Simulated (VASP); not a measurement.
# Ti3H in VASP: notebook

Runs on Ti3H. Level: PBE. Tasks: single point.

Program: VASP 6.6.1. These are calculated values, not measurements. Logs are shortened: lines on timing, memory, paths and dates and some standing lists are left out, and cuts for length are marked.

## (1) The cell of the first run

The cell holds a slab with vacuum, 8 atoms: a = 4.604 Å, b = 4.604 Å, c = 22.497 Å, α = 90.00°, β = 90.00°, γ = 120.00°.

## (2) Single point, PBE

File INCAR:

```
SYSTEM = Ti3H
PREC     = Accurate       ! precision mode
ENCUT    = 520            ! plane-wave cutoff, eV
EDIFF    = 1E-6           ! SCF threshold, eV
ISMEAR   = 0              ! smearing method
SIGMA    = 0.1            ! smearing width, eV
LREAL    = .False.        ! projectors in reciprocal space
LASPH    = .True.         ! aspherical terms in the spheres
NELM     = 80             ! most SCF steps
ALGO     = Normal         ! electronic algorithm
ISIF     = 2              ! what is computed and relaxed
LWAVE    = .False.        ! write WAVECAR
LCHARG   = .True.         ! write CHGCAR
LDIPOL   = .True.       
IDIPOL   = 3            
DIPOL    = 0.5 0.5 0.308
GGA      = PE             ! functional
LELF     = .True.         ! ELF
LVHAR    = .True.       
LVACPOTAV= .True.       
NBANDS   = 47             ! bands
```

File KPOINTS:

```
Automatic mesh
0
Gamma
  6 6 1
  0 0 0
```

File POSCAR:

```
Ti3H
1.0
    4.6039800811      0.0000000000      0.0000000000
   -2.3019900405      3.9871637087      0.0000000000
    0.0000000000      0.0000000000     22.4969948581
Ti H
6 2
Direct
    0.6666666667      0.3333333333      0.1778015253
    0.3333333333      0.6666666667      0.2195752601
    0.0000000000      0.0000000000      0.2613489950
    0.6666666667      0.3333333333      0.2980583739
    0.3333333333      0.6666666667      0.3304600279
    0.0000000000      0.0000000000      0.3776946615
    0.2757109188      0.7242890812      0.3976973331
    0.3909557479      0.6090442521      0.3976973331
```

Potentials or basis: VASP PAW PBE potentials, release 64 (Ti_sv, H).

On the command line:

```
cat potpaw_PBE.64/Ti_sv/POTCAR potpaw_PBE.64/H/POTCAR > POTCAR
mpirun -np 1 vasp_std > vasp.out
```

OUTCAR:

```text
SYSTEM = Ti3H
   PREC = Accurate
   ENCUT = 520
   EDIFF = 1E-6
   ISMEAR = 0
   LREAL = .False.
   LASPH = .True.
   NELM = 80
   ISIF = 2
   GGA = PE

 ion  position               nearest neighbor table
   1  0.667  0.333  0.178-   4 2.71   2 2.82   2 2.82   2 2.82
   2  0.333  0.667  0.220-   5 2.49   1 2.82   1 2.82   3 2.82   1 2.82   3 2.82   3 2.82
   3  0.000  0.000  0.261-   6 2.62   4 2.78   4 2.78   4 2.78   2 2.82   2 2.82   2 2.82
   4  0.667  0.333  0.298-   1 2.71   5 2.76   5 2.76   5 2.76   3 2.78   3 2.78   3 2.78
   5  0.333  0.667  0.330-   7 1.58   8 1.58   2 2.49   4 2.76   4 2.76   4 2.76   6 2.86   6 2.86
                             6 2.86
   6  0.000  0.000  0.378-   3 2.62   5 2.86   5 2.86   5 2.86
   7  0.276  0.724  0.398-   5 1.58
   8  0.391  0.609  0.398-   5 1.58

  LATTYP: Found a hexagonal cell.
 ALAT       =     4.6039800811
 C/A-ratio  =     4.8864231517

  Lattice vectors:

 A1 = (   4.6039800811,   0.0000000000,   0.0000000000)
 A2 = (  -2.3019900405,   3.9871637087,   0.0000000000)
 A3 = (   0.0000000000,   0.0000000000,  22.4969948581)

Analysis of symmetry for initial positions (statically):
=====================================================================
 Subroutine PRICEL returns:
 Original cell was already a primitive cell.

 Routine SETGRP: Setting up the symmetry group for a
 hexagonal supercell.

 Subroutine GETGRP returns: Found  2 space group operations
 (whereof  2 operations were pure point group operations)
 out of a pool of 24 trial point group operations.

The static configuration has the point symmetry C_1h.

Analysis of symmetry for dynamics (positions and initial velocities):
=====================================================================
 Subroutine PRICEL returns:
 Original cell was already a primitive cell.

 Routine SETGRP: Setting up the symmetry group for a
 hexagonal supercell.

 Subroutine GETGRP returns: Found  2 space group operations
 (whereof  2 operations were pure point group operations)
 out of a pool of 24 trial point group operations.

The dynamic configuration has the point symmetry C_1h.

 Subroutine INISYM returns: Found  2 space group operations
 (whereof  2 operations are pure point group operations),
 and found     1 'primitive' translations

----------------------------------------------------------------------------------------

                                     Primitive cell

  volume of cell :     412.9733

  direct lattice vectors                    reciprocal lattice vectors
     4.603980081  0.000000000  0.000000000     0.217203372  0.125402426  0.000000000
    -2.301990040  3.987163709  0.000000000     0.000000000  0.250804851  0.000000000
     0.000000000  0.000000000 22.496994858     0.000000000  0.000000000  0.044450381

  length of vectors
     4.603980081  4.603980081 22.496994858     0.250804851  0.250804851  0.044450381

  position of ions in fractional coordinates (direct lattice)
     0.666666667  0.333333333  0.177801525
     0.333333333  0.666666667  0.219575260
     0.000000000  0.000000000  0.261348995
     0.666666667  0.333333333  0.298058374
     0.333333333  0.666666667  0.330460028
     0.000000000  0.000000000  0.377694662
     0.275710919  0.724289081  0.397697333
     0.390955748  0.609044252  0.397697333

  ion indices of the primitive-cell ions
   primitive index   ion index
                 1           1
                 2           2
                 3           3
                 4           4
                 5           5
                 6           6
                 7           7
                 8           8

----------------------------------------------------------------------------------------

 KPOINTS: Automatic mesh

Automatic generation of k-mesh.
 Grid dimensions read from file:
 generate k-points for:    6    6    1

 Generating k-lattice:

  Cartesian coordinates                     Fractional coordinates (reciprocal lattice)
     0.036200562  0.020900404  0.000000000     0.166666667  0.000000000  0.000000000
     0.000000000  0.041800809  0.000000000     0.000000000  0.166666667  0.000000000
     0.000000000  0.000000000  0.044450381     0.000000000  0.000000000  1.000000000

  Length of vectors
     0.041800809  0.041800809  0.044450381

  Shift w.r.t. Gamma in fractional coordinates (k-lattice)
     0.000000000  0.000000000  0.000000000

 Subroutine IBZKPT returns following result:
 ===========================================

 Found     13 irreducible k-points:

 Following reciprocal coordinates:
            Coordinates               Weight
  0.000000  0.000000  0.000000      1.000000
  0.166667  0.000000  0.000000      4.000000
 -0.166667  0.166667  0.000000      2.000000
  0.333333  0.000000  0.000000      4.000000
 -0.333333  0.333333  0.000000      2.000000
  0.500000 -0.000000  0.000000      2.000000
  0.500000  0.500000  0.000000      1.000000
  0.166667  0.166667  0.000000      2.000000
 -0.166667  0.333333  0.000000      4.000000
  0.333333  0.166667  0.000000      4.000000
 -0.166667  0.500000  0.000000      4.000000
  0.500000  0.333333  0.000000      4.000000
  0.333333  0.333333  0.000000      2.000000
   k-points           NKPTS =     13   k-points in BZ     NKDIM =     13   number of bands    NBANDS=     47
   number of dos      NEDOS =    301   number of ions     NIONS =      8
   total plane-waves  NPLWV = 217728
   dimension x,y,z NGX =    36 NGY =   36 NGZ =  168
   dimension x,y,z NGXF=    72 NGYF=   72 NGZF=  336
   ions per type =               6   2
   NGX,Y,Z   is equivalent  to a cutoff of  13.00, 13.00, 12.41 a.u.
   NGXF,Y,Z  is equivalent  to a cutoff of  26.00, 26.00, 24.83 a.u.
 SYSTEM =  Ti3H
   PREC   = accura    normal or accurate (medium, high low for compatibility)
   ISTART =      0    job   : 0-new  1-cont  2-samecut
   ICHARG =      2    charge: 1-file 2-atom 10-const
   ISPIN  =      1    spin polarized calculation?
   LNONCOLLINEAR =      F non collinear calculations
   LSORBIT =      F    spin-orbit coupling
   LASPH  =      T    aspherical Exc in radial PAW
   ENCUT  =  520.0 eV  38.22 Ry    6.18 a.u.   8.56  8.56 41.83*2*pi/ulx,y,z
   NELM   =     80;   NELMIN=  2; NELMDL= -5     # of ELM steps
   EDIFF  = 0.1E-05   stopping-criterion for ELM
   LREAL  =      F    real-space projection
   EDIFFG = 0.1E-04   stopping-criterion for IOM
   NSW    =      0    number of steps for IOM
   IBRION =     -1    ionic relax: 0-MD 1-quasi-New 2-CG
   NFREE  =      0    steps in history (QN), initial steepest desc. (CG)
   ISIF   =      2    stress and relaxation
   ISYM   =      2    0-nonsym 1-usesym 2-fastsym
   POTIM  = 0.5000    time-step for ionic-motion
   TEBEG  =    0.0;   TEEND  =   0.0 temperature during run
   PSTRESS=    0.0 pullay stress
   NELECT =      74.0000    total number of electrons
   NUPDOWN=      -1.0000    fix difference up-down
   EMIN   =  10.00;   EMAX   =-10.00  energy-range for DOS
   EFERMI =   0.00;   METHOD = LEGACY
   ISMEAR =     0;   SIGMA  =   0.10  broadening in eV -4-tet -1-fermi 0-gaus
   EFERMI_NEDOS =   21; number of points for ismear=-14 and -15
   IALGO  =     38    algorithm
   IMIX   =      4    mixing-type and parameters
     AMIX     =   0.40;   BMIX     =  1.00
     AMIX_MAG =   1.60;   BMIX_MAG =  1.00
  volume/ion in A,a.u.               =      51.62       348.36
  Fermi-wavevector in a.u.,A,eV,Ry     =   0.922950  1.744122 11.589936  0.851836
  Thomas-Fermi vector in A             =   2.048533
   LORBIT       =      0    0 simple, 1 ext, 2 COOP (PROOUT), +10 PAW based schemes
   GGA     = PE    functional components
   LHFCALC =     F    Hartree Fock is set to
   AEXX    =    0.0000 exact exchange contribution
   IVDW    =     0    specifies the selected vdW correction
   LEPSILON=     F    determine dielectric tensor
   LRPA    =     F    only Hartree local field effects (RPA)
 non-spin polarized calculation
 Gauss-broadening in eV      SIGMA  =   0.10
  energy-cutoff  :      520.00
  volume of cell :      412.97
 maximum number of plane-waves:     11163
 NGX is ok and might be reduce to    36
   NGX = 17   NGY = 17   NGZ = 83

 dipolmoment           0.000000      0.000000      0.070362 electrons x Angstroem

 number of electron      73.9999982 magnetization

 dipolmoment           0.000000      0.000000     -0.074428 electrons x Angstroem

 Free energy of the ion-electron system (eV)
  ---------------------------------------------------
  ext. energy  EPLUGINS =         0.00000000
  ---------------------------------------------------
  free energy    TOTEN  =       -48.23734461 eV

  energy without entropy =      -48.16677788  energy(sigma->0) =      -48.20206124

 E-fermi :  -0.0477     XC(G=0):  -3.9226

 val. band max:       -0.0643412353   @ k =   0.5000   0.3333   0.0000
 cond. band min:      -0.0280656572   @ k =   0.3333   0.1667   0.0000
 fundamental gap:      0.0362755780
 Fermi energy:        -0.0477481218

 k-point     1 :       0.0000    0.0000    0.0000
  band No.  band energies     occupation
      1     -57.1293      2.00000
      2     -57.1178      2.00000
      3     -56.5846      2.00000
      4     -56.4781      2.00000
      5     -56.4049      2.00000
      6     -55.9910      2.00000
[... 39 lines left out ...]
     46       1.6685      0.00000
     47       1.7747      0.00000

 k-point     2 :       0.1667    0.0000    0.0000
  band No.  band energies     occupation
      1     -57.1286      2.00000
      2     -57.1174      2.00000
      3     -56.5783      2.00000
      4     -56.4780      2.00000
      5     -56.4112      2.00000
      6     -55.9925      2.00000
[... 542 lines left out ...]
 k-point    13 :       0.3333    0.3333    0.0000
  band No.  band energies     occupation
      1     -57.1263      2.00000
      2     -57.1163      2.00000
      3     -56.5538      2.00000
      4     -56.4634      2.00000
      5     -56.4495      2.00000
      6     -55.9977      2.00000
[... 39 lines left out ...]
     46       1.3514      0.00000
     47       1.5916      0.00000

------------------------ aborting loop because EDIFF is reached ----------------------------------------

  FORCE on cell =-STRESS in cart. coord.  units (eV):
  Direction    XX          YY          ZZ          XY          YZ          ZX
  --------------------------------------------------------------------------------------
  -------------------------------------------------------------------------------------
  Total       -1.8432184     -3.2391009      7.3350389     -1.2088697     -0.3206155      0.5553220
  in kB       -7.1509768    -12.5664626     28.4571231     -4.6899483     -1.2438645      2.1544351
  external PRESSURE =       2.9132279 kB  Pullay stress =       0.0000000 kB

 VOLUME and BASIS-vectors are now :
 -----------------------------------------------------------------------------
  energy-cutoff  :      520.00
  volume of cell :      412.97
      direct lattice vectors                 reciprocal lattice vectors
     4.603980081  0.000000000  0.000000000     0.217203372  0.125402426  0.000000000
    -2.301990040  3.987163709  0.000000000     0.000000000  0.250804851  0.000000000
     0.000000000  0.000000000 22.496994858     0.000000000  0.000000000  0.044450381

 POSITION                                       TOTAL-FORCE (eV/Angst)
 -----------------------------------------------------------------------------------
      2.30199      1.32905      4.00000        -0.045252      0.026126      0.055189
     -0.00000      2.65811      4.93978        -0.018582      0.010728      0.123421
      0.00000      0.00000      5.87957        -0.087143      0.050312     -0.538181
      2.30199      1.32905      6.70542         0.052571     -0.030352     -0.133308
     -0.00000      2.65811      7.43436        -0.190310      0.109876     -3.995450
      0.00000      0.00000      8.49699         0.400689     -0.231338     -0.373182
     -0.39794      2.88786      8.94699        -2.005437      1.157840      2.371715
      0.39794      2.42836      8.94699         1.893464     -1.093192      2.489796
 -----------------------------------------------------------------------------------
    total drift:                                0.000041     -0.000024      0.000416

  FREE ENERGIE OF THE ION-ELECTRON SYSTEM (eV)
  ---------------------------------------------------
  free  energy   TOTEN  =       -48.2373446127 eV

  energy  without entropy=      -48.1667778760  energy(sigma->0) =      -48.20206124

 vacuum level on the upper side and lower side of the slab         2.596         3.330
```

Run time: 5.9 min. Hardware: 1 thread of Intel Xeon 6975P-C (Granite Rapids), shared host; peak memory 0.56 GiB.

What came out:

```
Free energy            : -48.2373 eV
Largest force          : 4.001 eV/Å
Band gap on the k mesh : zero (band 37 reaches 0.02 eV, above the bottom of band 38 at -0.11 eV)
```

Forces on the atoms (eV/Å):
```
Ti  -0.045  0.026  0.055
Ti  -0.019  0.011  0.123
Ti  -0.087  0.050 -0.538
Ti   0.053 -0.030 -0.133
Ti  -0.190  0.110 -3.995
Ti   0.401 -0.231 -0.373
H   -2.005  1.158  2.372
H    1.893 -1.093  2.490
```

Levels at points of the mesh, in eV from the Fermi level:
| k point | band 34 | band 35 | band 36 | band 37 | band 38 | band 39 | band 40 | band 41 |
| --- | --- | --- | --- | --- | --- | --- | --- | --- |
| (0.00, 0.00, 0.00) | -0.49 | -0.49 | -0.47 | -0.30 | -0.06 | -0.03 | 0.13 | 0.48 |
| (0.50, 0.00, 0.00) | -0.42 | -0.39 | -0.26 | -0.08 | -0.02 | 0.16 | 0.46 | 0.52 |
| (0.50, 0.50, 0.00) | -0.44 | -0.40 | -0.26 | -0.07 | 0.04 | 0.39 | 0.45 | 0.52 |

(Part 1 of 2 ends here.)
